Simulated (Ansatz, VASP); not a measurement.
**Two plane-wave programs on W3C2**

```
CELL_PARAMETERS angstrom
1.52872 0.88261 7.28541
-1.52872 0.88261 7.28541
0.00000 -1.76521 7.28541
ATOMIC_POSITIONS crystal
W 0.00000 0.00000 0.00000
W 0.21990 0.21990 0.21990
W 0.78010 0.78010 0.78010
C 0.39310 0.39310 0.39310
C 0.60690 0.60690 0.60690
```

Alike in both runs: functional PBE; k mesh 15 × 15 × 15; occupations gaussian, width 0.1 eV; no spin polarisation.

Ansatz relaxed the structure, and its values are those at the end. VASP's run is a single point on that final structure, the one shown.

|  | VASP | Ansatz |
| --- | --- | --- |
| version | VASP 6.6.1 | Ansatz 0.2.0 |
| potentials or method | VASP PAW PBE potentials, release 64 (W_sv, C), cutoff 520 eV | scalar-relativistic, plane waves, PAW |
| valence electrons in the cell | 50 | 50 |

Ansatz gave:

- gap on the k mesh at the Fermi level (eV): none
- pressure (GPa): 0.0
- rms of the force components (eV/Å): 0.001

Question: Which values does VASP return?

Answer: gap on the k mesh at the Fermi level (eV): none; pressure (GPa): 0.8; rms of the force components (eV/Å): 0.017.

A gap of «none» marks a metal or a gap that the smearing closes.

Spin-orbit coupling is off throughout.
